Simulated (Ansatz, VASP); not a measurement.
HF in VASP and in Ansatz

```
CELL_PARAMETERS angstrom
6.97953 0.00000 0.00000
0.00000 6.97953 0.00000
0.00000 0.00000 6.97953
ATOMIC_POSITIONS crystal
F 0.53387 0.16969 0.20028
F 0.61432 0.46566 0.61666
F 0.19151 0.47420 0.38094
F 0.73069 0.59083 0.31016
F 0.94096 0.22275 0.43028
F 0.98559 0.83683 0.88465
F 0.19546 0.05324 0.08067
F 0.42188 0.59261 0.12204
F 0.78679 0.95643 0.61533
F 0.39066 0.66155 0.79071
H 0.42001 0.11541 0.14988
H 0.66478 0.51284 0.49319
H 0.26380 0.50421 0.26776
H 0.62380 0.58909 0.22218
H 0.04523 0.31014 0.40307
H 0.90906 0.88496 0.77761
H 0.12234 0.97196 0.99408
H 0.40716 0.62080 0.97979
H 0.84519 0.05879 0.54229
H 0.48182 0.58419 0.71174
```

Alike in both runs: functional PBE; k mesh 1 × 1 × 1; occupations fermi-dirac, width 0.05 eV; no spin polarisation.

Ansatz relaxed the structure, and its values are those at the end. VASP's run is a single point on that final structure, the one shown.

|  | VASP | Ansatz |
| --- | --- | --- |
| version | VASP 6.6.1 | Ansatz 0.2.0 |
| potentials or method | VASP PAW PBE potentials, release 64 (F, H), cutoff 520 eV | scalar-relativistic, plane waves, PAW |
| valence electrons in the cell | 80 | 80 |

VASP gave:

```
gap on the k mesh at the Fermi level (eV) : 6.72
rms of the force components (eV/Å)        : 0.124
```

Question: What did Ansatz give for the same quantities?

Answer: gap on the k mesh at the Fermi level (eV): 6.75; rms of the force components (eV/Å): 0.050.

One of these differences is far larger than is usual between the two programs; its cause wasn't traced. Ansatz's warnings: xc potential rough in thin density.
